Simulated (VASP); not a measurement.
TiO2, 6 atoms in the cell. It takes space group P4_2/mnm (No. 136, tetragonal). The conventional cell has a = 4.609 Å, b = 4.609 Å, c = 2.944 Å, α = 90.00°, β = 90.00°, γ = 90.00°. Within 2.6 Å of Ti (site symmetry mmm) lie 6 O at 1.95 to 1.99 Å. O (site symmetry m2m) has 3 Ti at 1.95 to 1.99 Å and 1 O at 2.54 Å within 2.6 Å. 

```yaml
Program: VASP 6.6.1
Task: single point
Functional: PBEsol
Potentials_or_basis: VASP PAW PBE potentials, release 64 (Ti_sv, O)
Cutoff: 520 eV
k_mesh: 6 × 6 × 8
Occupations: gaussian, width 0.01 eV
Spin: no spin polarisation
Dipole_correction: no
Further_INCAR_settings: ALGO = Normal; EDIFF = 1e-06; NBANDS = 33
```

Potentials or basis: VASP PAW PBE potentials, release 64 (Ti_sv, O).

Command:

```console
$ cat potpaw_PBE.64/Ti_sv/POTCAR potpaw_PBE.64/O/POTCAR > POTCAR
$ mpirun -np 1 vasp_std > vasp.out
```

Hardware: 1 thread of Intel(R) Xeon(R) Platinum 8488C (Sapphire Rapids), on a shared host.

Question: Estimate the wall time of this run.

Answer: It took 55 s on 1 thread of Intel(R) Xeon(R) Platinum 8488C (Sapphire Rapids), on a shared host, peak memory 0.22 GiB. Counts: scf iterations 16, k points 50.
